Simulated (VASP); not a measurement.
Input of a VASP 6.6.1 run:

Contents of INCAR:

```
SYSTEM = MoS2
  PREC = Accurate
  ENCUT = 520
  EDIFF = 1E-6
  ISMEAR = -1
  SIGMA = 0.05
  LREAL = .FALSE.
  LASPH = .TRUE.
  NELM = 100
  ALGO = Normal
  ISIF = 2
  LWAVE = .FALSE.
  LCHARG = .FALSE.
  GGA = RE
  IVDW = 12
  NBANDS = 20
```

The input KPOINTS:

```
Automatic mesh
0
G
  9 9 4
  0 0 0
```

File POSCAR:

```
MoS2
1.0
    3.2907642509      0.0000000000      0.0000000000
   -1.6453821255      2.8498854391      0.0000000000
    0.0000000000      0.0000000000      6.4362788402
Mo S
1 2
Direct
    0.0000000000      0.0000000000      0.5000000000
    0.6666666667      0.3333333333      0.7446806800
    0.3333333333      0.6666666667      0.2553193200
```

Potentials or basis: VASP PAW PBE potentials, release 64 (Mo_sv, S).

Launch:

```bash
$ cat potpaw_PBE.64/Mo_sv/POTCAR potpaw_PBE.64/S/POTCAR > POTCAR
$ mpirun -np 1 vasp_std > vasp.out
```

(1) Predict the pressure.

(2) Estimate the dispersion energy per atom.

## Answers

(1) -10.2 GPa.

(2) -0.733 eV.

Caveat: the cell stands under tension; the PAW data sets were made with another functional, which shifts forces and pressure a little.
